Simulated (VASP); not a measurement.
Crystal: LiF (Griceite).

```
Li F
1.0
     0.00000    2.10080    1.99487
     1.99487    0.00000    1.99487
     1.99487    2.10080    0.00000
Li F
1 1
Direct
  0.00000 0.00000 0.00000
  0.50000 0.50000 0.50000
```

This cell differs from its parent crystal: uniaxial y strain +5.3%.

Base run:

| Quantity | Value |
| --- | --- |
| Program | VASP 6.6.1 |
| Functional | PBE |
| Potentials or basis | VASP PAW PBE potentials, release 64 (Li_sv, F) |
| Cutoff | 520 eV |
| k mesh | 10 × 10 × 10 |
| Occupations | fermi-dirac, width 0.02 eV |
| Spin | no spin polarisation |

Its results: band gap on the k mesh 8.81 eV, direct.

Problem. The run is repeated on the same cell with these changes: functional from PBE to r2SCAN; occupations from fermi-dirac, width 0.02 eV to gaussian, width 0.01 eV. What comes out?

Solution. Band gap on the k mesh 9.97 eV, direct.

A k mesh can miss the band edges.
